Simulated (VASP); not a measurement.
A run of VASP 6.6.1 is set up as follows.

INCAR

```
PREC = Accurate
ENCUT = 520
EDIFF = 1E-6
ISMEAR = 0
SIGMA = 0.1
LREAL = False
LASPH = True
NELM = 60
ALGO = Normal
ISIF = 2
LWAVE = False
LCHARG = True
GGA = PE
LELF = True
LVHAR = True
NBANDS = 28
```

KPOINTS

```
Automatic mesh
0
Gamma
  6 6 4
```

POSCAR

```
Ba2TaC2
1.0
    4.4542058400      0.0000000000      0.0000000000
   -2.2271029200      3.8574554100      0.0000000000
    0.0000000000      0.0000000000      6.9096852000
Ba Ta C
2 1 2
Direct
    0.6666666700      0.3333333300      0.2466148100
    0.6666666700      0.3333333300      0.7533851900
    0.0000000000      0.0000000000      0.0000000000
    0.3333333300      0.6666666700      0.2525738900
    0.3333333300      0.6666666700      0.7474261100
```

Potentials or basis: VASP PAW PBE potentials, release 64 (Ba_sv, Ta_pv, C).

Command:

```bash
$ cat potpaw_PBE.64/Ba_sv/POTCAR potpaw_PBE.64/Ta_pv/POTCAR potpaw_PBE.64/C/POTCAR > POTCAR
$ mpirun -np 1 vasp_std > vasp.out
```

Problem. What does it give for the largest force?

Solution. 1.947 eV/Å.

Problem. Estimate the pressure.

Solution. 4.2 GPa.

Stress tensor (GPa, compression positive):
```
3.59 0.00 0.00
0.00 3.59 0.00
0.00 0.00 5.30
```

Caveat: forces of over 1 eV/Å act on the atoms, so gaps and moduli don't describe the material at rest.
